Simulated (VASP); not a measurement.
# CaGaAs (P-6m2) in VASP: single point with PBE

Aim: the single point of CaGaAs with PBE.

Program: VASP 6.6.1. These are calculated values, not measurements. Logs are shortened: lines on timing, memory, paths and dates and some standing lists are left out, and cuts for length are marked.

## Step 1: The cell of the first run

Symmetry: P-6m2, No. 187, hexagonal system. The conventional cell has a = 4.481 Å, b = 4.481 Å, c = 4.086 Å, α = 90.00°, β = 90.00°, γ = 120.00°. Within 4.3 Å of Ca (site symmetry -6m2) lie 6 As at 3.30 Å and 6 Ga at 3.30 Å and 2 Ca at 4.09 Å. Within 3.4 Å of Ga (site symmetry -6m2) lie 3 As at 2.59 Å and 6 Ca at 3.30 Å. Within 3.4 Å of As (site symmetry -6m2) lie 3 Ga at 2.59 Å and 6 Ca at 3.30 Å.

## Step 2: Single point, PBE

POSCAR

```
CaGaAs
1.0
    4.4812860396      0.0000000030      0.0000000000
   -2.2406430224      3.8809075504      0.0000000000
    0.0000000000      0.0000000000      4.0857681368
Ca Ga As
1 1 1
Direct
    0.0000000000      0.0000000000      0.0000000000
    0.6666666667      0.3333333333      0.5000000000
    0.3333333333      0.6666666667      0.5000000000
```

INCAR.step1

```
  PREC = Accurate
  ENCUT = 520
  EDIFF = 1E-6
  ISMEAR = 0
  SIGMA = 0.1
  LREAL = F
  LASPH = T
  NELM = 100
  ALGO = Fast
  ISIF = 2
  LWAVE = F
  LCHARG = T
  GGA = PE
  NBANDS = 21
```

KPOINTS.step1

```
regular mesh
0
Gamma
  12 12 12
```

INCAR.step2

```
  PREC = Accurate
  ENCUT = 520
  EDIFF = 1E-6
  ISMEAR = -5
  SIGMA = 0.1
  LREAL = F
  LASPH = T
  NELM = 100
  ALGO = Fast
  ISIF = 2
  LWAVE = F
  LCHARG = F
  GGA = PE
  LORBIT = 11
  NBANDS = 21
  NEDOS = 1001
  ICHARG = 11
```

KPOINTS.step2

```
regular mesh
0
Gamma
  18 18 18
```

Potentials or basis: VASP PAW PBE potentials, release 64 (Ca_sv, Ga_d, As).

On the command line:

```sh
$ cat potpaw_PBE.64/Ca_sv/POTCAR potpaw_PBE.64/Ga_d/POTCAR potpaw_PBE.64/As/POTCAR > POTCAR
$ cp INCAR.step1 INCAR
$ cp KPOINTS.step1 KPOINTS
$ mpirun -np 1 vasp_std > vasp.out
$ cp INCAR.step2 INCAR
$ cp KPOINTS.step2 KPOINTS
$ mpirun -np 1 vasp_std > vasp.out
```

OUTCAR:

```text
PREC = Accurate
   ENCUT = 520
   EDIFF = 1E-6
   ISMEAR = -5
   LREAL = F
   LASPH = T
   NELM = 100
   ISIF = 2
   GGA = PE
   LORBIT = 11
   ICHARG = 11

 ion  position               nearest neighbor table
   1  0.000  0.000  0.000-
   2  0.667  0.333  0.500-   3 2.59   3 2.59   3 2.59
   3  0.333  0.667  0.500-   2 2.59   2 2.59   2 2.59

  LATTYP: Found a hexagonal cell.
 ALAT       =     4.4812860396
 C/A-ratio  =     0.9117400899

  Lattice vectors:

 A1 = (   4.4812860396,   0.0000000030,   0.0000000000)
 A2 = (  -2.2406430224,   3.8809075504,   0.0000000000)
 A3 = (   0.0000000000,   0.0000000000,   4.0857681368)

Analysis of symmetry for initial positions (statically):
=====================================================================
 Subroutine PRICEL returns:
 Original cell was already a primitive cell.

 Routine SETGRP: Setting up the symmetry group for a
 hexagonal supercell.

 Subroutine GETGRP returns: Found 12 space group operations
 (whereof 12 operations were pure point group operations)
 out of a pool of 24 trial point group operations.

The static configuration has the point symmetry D_3h.

Analysis of symmetry for dynamics (positions and initial velocities):
=====================================================================
 Subroutine PRICEL returns:
 Original cell was already a primitive cell.

 Routine SETGRP: Setting up the symmetry group for a
 hexagonal supercell.

 Subroutine GETGRP returns: Found 12 space group operations
 (whereof 12 operations were pure point group operations)
 out of a pool of 24 trial point group operations.

The dynamic configuration has the point symmetry D_3h.

 Subroutine INISYM returns: Found 12 space group operations
 (whereof 12 operations are pure point group operations),
 and found     1 'primitive' translations

----------------------------------------------------------------------------------------

                                     Primitive cell

  volume of cell :      71.0575

  direct lattice vectors                    reciprocal lattice vectors
     4.481286040  0.000000003  0.000000000     0.223150228  0.128835844  0.000000000
    -2.240643022  3.880907550  0.000000000    -0.000000000  0.257671688  0.000000000
     0.000000000  0.000000000  4.085768137     0.000000000  0.000000000  0.244752019

  length of vectors
     4.481286040  4.481286040  4.085768137     0.257671688  0.257671688  0.244752019

  position of ions in fractional coordinates (direct lattice)
     0.000000000  0.000000000  0.000000000
     0.666666667  0.333333333  0.500000000
     0.333333333  0.666666667  0.500000000

  ion indices of the primitive-cell ions
   primitive index   ion index
                 1           1
                 2           2
                 3           3

----------------------------------------------------------------------------------------

 KPOINTS: regular mesh

Automatic generation of k-mesh.
 Grid dimensions read from file:
 generate k-points for:   18   18   18

 Generating k-lattice:

  Cartesian coordinates                     Fractional coordinates (reciprocal lattice)
     0.012397235  0.007157547  0.000000000     0.055555556  0.000000000  0.000000000
    -0.000000000  0.014315094  0.000000000     0.000000000  0.055555556  0.000000000
     0.000000000  0.000000000  0.013597334     0.000000000  0.000000000  0.055555556

  Length of vectors
     0.014315094  0.014315094  0.013597334

  Shift w.r.t. Gamma in fractional coordinates (k-lattice)
     0.000000000  0.000000000  0.000000000

 TETIRR: Found   5931 inequivalent tetrahedra from    34992

 Subroutine IBZKPT returns following result:
 ===========================================

 Found    370 irreducible k-points:

 Following reciprocal coordinates:
            Coordinates               Weight
  0.000000  0.000000  0.000000      1.000000
  0.055556  0.000000  0.000000      6.000000
  0.111111  0.000000  0.000000      6.000000
  0.166667  0.000000  0.000000      6.000000
  0.222222  0.000000  0.000000      6.000000
  0.277778  0.000000  0.000000      6.000000
[... 16 lines left out ...]
  0.333333  0.111111  0.000000     12.000000
  0.388889  0.111111  0.000000     12.000000
 [... further k-points ...]
   k-points           NKPTS =    370   k-points in BZ     NKDIM =    370   number of bands    NBANDS=     21
   number of dos      NEDOS =   1001   number of ions     NIONS =      3
   total plane-waves  NPLWV =  38880
   dimension x,y,z NGX =    36 NGY =   36 NGZ =   30
   dimension x,y,z NGXF=    72 NGYF=   72 NGZF=   60
   ions per type =               1   1   1
   NGX,Y,Z   is equivalent  to a cutoff of  13.36, 13.36, 12.21 a.u.
   NGXF,Y,Z  is equivalent  to a cutoff of  26.71, 26.71, 24.41 a.u.
 SYSTEM =  unknown system
   PREC   = accura    normal or accurate (medium, high low for compatibility)
   ISTART =      0    job   : 0-new  1-cont  2-samecut
   ICHARG =     11    charge: 1-file 2-atom 10-const
   ISPIN  =      1    spin polarized calculation?
   LNONCOLLINEAR =      F non collinear calculations
   LSORBIT =      F    spin-orbit coupling
   LASPH  =      T    aspherical Exc in radial PAW
   ENCUT  =  520.0 eV  38.22 Ry    6.18 a.u.   8.33  8.33  7.60*2*pi/ulx,y,z
   NELM   =    100;   NELMIN=  2; NELMDL=  0     # of ELM steps
   EDIFF  = 0.1E-05   stopping-criterion for ELM
   LREAL  =      F    real-space projection
   EDIFFG = 0.1E-04   stopping-criterion for IOM
   NSW    =      0    number of steps for IOM
   IBRION =     -1    ionic relax: 0-MD 1-quasi-New 2-CG
   NFREE  =      0    steps in history (QN), initial steepest desc. (CG)
   ISIF   =      2    stress and relaxation
   ISYM   =      2    0-nonsym 1-usesym 2-fastsym
   POTIM  = 0.5000    time-step for ionic-motion
   TEBEG  =    0.0;   TEEND  =   0.0 temperature during run
   PSTRESS=    0.0 pullay stress
   NELECT =      28.0000    total number of electrons
   NUPDOWN=      -1.0000    fix difference up-down
   EMIN   =  10.00;   EMAX   =-10.00  energy-range for DOS
   EFERMI =   0.00;   METHOD = LEGACY
   ISMEAR =    -5;   SIGMA  =   0.10  broadening in eV -4-tet -1-fermi 0-gaus
   EFERMI_NEDOS =   21; number of points for ismear=-14 and -15
   IALGO  =     68    algorithm
   IMIX   =      4    mixing-type and parameters
     AMIX     =   0.40;   BMIX     =  1.00
     AMIX_MAG =   1.60;   BMIX_MAG =  1.00
  volume/ion in A,a.u.               =      23.69       159.84
  Fermi-wavevector in a.u.,A,eV,Ry     =   1.200211  2.268070 19.599281  1.440507
  Thomas-Fermi vector in A             =   2.336053
   LORBIT       =     11    0 simple, 1 ext, 2 COOP (PROOUT), +10 PAW based schemes
   GGA     = PE    functional components
   LHFCALC =     F    Hartree Fock is set to
   AEXX    =    0.0000 exact exchange contribution
   IVDW    =     0    specifies the selected vdW correction
   LEPSILON=     F    determine dielectric tensor
   LRPA    =     F    only Hartree local field effects (RPA)
 non-spin polarized calculation
 RMM-DIIS sequential band-by-band and
 Fermi weights with tetrahedron method with Bloechl corrections
  energy-cutoff  :      520.00
  volume of cell :       71.06
 maximum number of plane-waves:      1941
 NGX is ok and might be reduce to    36

 number of electron      28.0000018 magnetization

 Free energy of the ion-electron system (eV)
  ---------------------------------------------------
  ext. energy  EPLUGINS =         0.00000000
  ---------------------------------------------------
  free energy    TOTEN  =       -11.24098108 eV

  energy without entropy =      -11.24098108  energy(sigma->0) =      -11.24098108

 E-fermi :   4.3409     XC(G=0):  -9.6820

 val. band max:        4.3878211659   @ k =   0.1667   0.1667   0.1667
 cond. band min:       4.3195256075   @ k =   0.2222   0.1111   0.5000
 fundamental gap:     -0.0682955584
 Fermi energy:         4.3408621497

 k-point     1 :       0.0000    0.0000    0.0000
  band No.  band energies     occupation
      1     -37.0029      2.00000
      2     -18.0190      2.00000
      3     -18.0008      2.00000
      4     -18.0008      2.00000
      5     -10.5562      2.00000
      6     -10.5562      2.00000
[... 13 lines left out ...]
     20       7.8702      0.00000
     21       8.6742      0.00000

 k-point     2 :       0.0556    0.0000    0.0000
  band No.  band energies     occupation
      1     -37.0029      2.00000
      2     -18.0189      2.00000
      3     -18.0018      2.00000
      4     -18.0010      2.00000
      5     -10.5596      2.00000
      6     -10.5557      2.00000
[... 13 lines left out ...]
     20       7.9910      0.00000
     21       8.7131      0.00000

 k-point     3 :       0.1111    0.0000    0.0000
  band No.  band energies     occupation
      1     -37.0027      2.00000
      2     -18.0185      2.00000
      3     -18.0049      2.00000
      4     -18.0017      2.00000
      5     -10.5653      2.00000
      6     -10.5540      2.00000
[... 13 lines left out ...]
     20       8.2623      0.00000
     21       8.8752      0.00000

 k-point     4 :       0.1667    0.0000    0.0000
  band No.  band energies     occupation
      1     -37.0025      2.00000
      2     -18.0180      2.00000
      3     -18.0096      2.00000
      4     -18.0027      2.00000
      5     -10.5712      2.00000
      6     -10.5515      2.00000
[... 13 lines left out ...]
     20       8.3410      0.00000
     21       9.1057      0.00000

 k-point     5 :       0.2222    0.0000    0.0000
  band No.  band energies     occupation
      1     -37.0023      2.00000
      2     -18.0173      2.00000
      3     -18.0154      2.00000
      4     -18.0039      2.00000
      5     -10.5769      2.00000
      6     -10.5484      2.00000
[... 13 lines left out ...]
     20       8.3297      0.00000
     21       9.2313      0.00000

 k-point     6 :       0.2778    0.0000    0.0000
  band No.  band energies     occupation
      1     -37.0020      2.00000
      2     -18.0215      2.00000
      3     -18.0166      2.00000
      4     -18.0053      2.00000
      5     -10.5820      2.00000
      6     -10.5451      2.00000
[... 13 lines left out ...]
     20       8.3353      0.00000
     21       9.3153      0.00000

 k-point     7 :       0.3333    0.0000    0.0000
  band No.  band energies     occupation
      1     -37.0018      2.00000
      2     -18.0272      2.00000
      3     -18.0159      2.00000
      4     -18.0065      2.00000
      5     -10.5864      2.00000
      6     -10.5420      2.00000
[... 13 lines left out ...]
     20       8.4570      0.00000
     21       9.5845      0.00000
[... 291 lines left out ...]
      1     -37.0022      2.00000
      2     -18.0170      2.00000
      3     -18.0168      2.00000
      4     -18.0052      2.00000
      5     -10.5781      2.00000
      6     -10.5480      2.00000
[... 13 lines left out ...]
     20       8.4972      0.00000
     21       9.0802      0.00000

 k-point    21 :       0.2222    0.1111    0.0000
  band No.  band energies     occupation
      1     -37.0019      2.00000
      2     -18.0221      2.00000
      3     -18.0163      2.00000
      4     -18.0069      2.00000
      5     -10.5825      2.00000
      6     -10.5451      2.00000
[... 13 lines left out ...]
     20       8.4977      0.00000
     21       9.2240      0.00000

 k-point    22 :       0.2778    0.1111    0.0000
  band No.  band energies     occupation
      1     -37.0017      2.00000
      2     -18.0270      2.00000
      3     -18.0157      2.00000
      4     -18.0085      2.00000
      5     -10.5862      2.00000
      6     -10.5423      2.00000
[... 13 lines left out ...]
     20       8.5628      0.00000
     21       9.5015      0.00000

 k-point    23 :       0.3333    0.1111    0.0000
  band No.  band energies     occupation
      1     -37.0015      2.00000
      2     -18.0310      2.00000
      3     -18.0152      2.00000
      4     -18.0099      2.00000
      5     -10.5891      2.00000
      6     -10.5400      2.00000
[... 13 lines left out ...]
     20       8.7790      0.00000
     21       9.6788      0.00000

 k-point    24 :       0.3889    0.1111    0.0000
  band No.  band energies     occupation
      1     -37.0014      2.00000
      2     -18.0336      2.00000
      3     -18.0149      2.00000
      4     -18.0107      2.00000
      5     -10.5910      2.00000
      6     -10.5384      2.00000
[... 13 lines left out ...]
     20       8.9701      0.00000
     21       9.8748      0.00000

 [... further k-points ...]
[... 5 lines left out ...]
  --------------------------------------------------------------------------------------
  -------------------------------------------------------------------------------------
  Total        0.0133783      0.0133783     -0.0808983     -0.0000000      0.0000000      0.0000000
  in kB        0.3016500      0.3016500     -1.8240646     -0.0000000      0.0000000      0.0000000
  external PRESSURE =      -0.4069215 kB  Pullay stress =       0.0000000 kB

 VOLUME and BASIS-vectors are now :
 -----------------------------------------------------------------------------
  energy-cutoff  :      520.00
  volume of cell :       71.06
      direct lattice vectors                 reciprocal lattice vectors
     4.481286040  0.000000003  0.000000000     0.223150228  0.128835844  0.000000000
    -2.240643022  3.880907550  0.000000000    -0.000000000  0.257671688  0.000000000
     0.000000000  0.000000000  4.085768137     0.000000000  0.000000000  0.244752019

 POSITION                                       TOTAL-FORCE (eV/Angst)
 -----------------------------------------------------------------------------------
      0.00000      0.00000      0.00000         0.000000     -0.000000      0.000000
      2.24064      1.29364      2.04288        -0.000000     -0.000000      0.000000
     -0.00000      2.58727      2.04288         0.000000      0.000000      0.000000
 -----------------------------------------------------------------------------------
    total drift:                               -0.007419      0.004283      0.000000

  FREE ENERGIE OF THE ION-ELECTRON SYSTEM (eV)
  ---------------------------------------------------
  free  energy   TOTEN  =       -11.2409810834 eV

  energy  without entropy=      -11.2409810834  energy(sigma->0) =      -11.24098108

 total charge

# of ion       s       p       d       tot
------------------------------------------
    1        2.030   5.837   0.248   8.116
    2        0.992   0.659   9.960  11.611
    3        1.262   1.466   0.031   2.759
--------------------------------------------------
tot          4.284   7.963  10.239  22.486
```

Run time: 19 min. Hardware: 1 thread of Oxide Virtual Turin-like, shared host; peak memory 0.66 GiB.

What came out:

```
Valence electrons inside the program's atomic spheres : Ca 8.12; Ga 11.61; As 2.76
```
